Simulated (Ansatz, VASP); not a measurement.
**ScInTeSe in VASP and in Ansatz**

```
CELL_PARAMETERS angstrom
2.96793 -2.96793 0.00000
2.96793 2.96793 0.00000
0.00000 0.00000 5.99725
ATOMIC_POSITIONS crystal
Sc 0.00000 0.00000 0.00000
In 0.50000 0.50000 0.50000
Te 0.00000 0.00000 0.50000
Se 0.50000 0.50000 0.00000
```

Alike in both runs: functional PBE; k mesh 3 × 3 × 3; occupations gaussian, width 0.15 eV; no spin polarisation.

Ansatz relaxed the structure, and its values are those at the end. VASP's run is a single point on that final structure, the one shown.

```csv
,VASP,Ansatz
version,VASP 6.6.1,Ansatz 0.2.0
potentials or method,"VASP PAW PBE potentials, release 64 (Sc_sv, In_d, Te, Se), cutoff 500 eV","scalar-relativistic, plane waves, PAW"
valence electrons in the cell,36,56
```

|  | VASP | Ansatz | Ansatz less VASP |
| --- | --- | --- | --- |
| gap on the k mesh at the Fermi level (eV) | none | none | - |
| pressure (GPa) | 0.0 | -0.1 | -0.05 |

A gap of «none» marks a metal or a gap that the smearing closes. The functional is the same, so the differences come from potentials, cutoffs and numerics. VASP's potentials hold 36 valence electrons a cell and Ansatz's 56, so a difference there can come from the potentials and not from the codes.

The k mesh is coarse, so the values compare programs but aren't converged. Spin-orbit coupling is off throughout.
